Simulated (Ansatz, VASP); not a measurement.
Two plane-wave programs on BiMo3

```
CELL_PARAMETERS angstrom
4.13916 0.00000 0.00000
0.00000 4.13916 0.00000
0.00000 0.00000 4.13916
ATOMIC_POSITIONS crystal
Bi 0.00000 0.00000 0.00000
Mo 0.00000 0.50000 0.50000
Mo 0.50000 0.00000 0.50000
Mo 0.50000 0.50000 0.00000
```

Alike in both runs: functional PBE; k mesh 4 × 4 × 4; occupations gaussian, width 0.1 eV; no spin polarisation.

Ansatz relaxed the structure, and its values are those at the end. VASP's run is a single point on that final structure, the one shown.

|  | VASP | Ansatz |
| --- | --- | --- |
| version | VASP 6.6.1 | Ansatz 0.2.0 |
| potentials or method | VASP PAW PBE potentials, release 64 (Bi_d, Mo_sv), cutoff 500 eV | scalar-relativistic, plane waves, PAW |
| valence electrons in the cell | 57 | 57 |

```tsv
	VASP	Ansatz	Ansatz less VASP
gap on the k mesh at the Fermi level (eV)	none	none	-
pressure (GPa)	0.3	0.0	-0.32
```

A gap of «none» marks a metal or a gap that the smearing closes.

The k mesh is coarse, so the values compare programs but aren't converged. Spin-orbit coupling is off throughout.
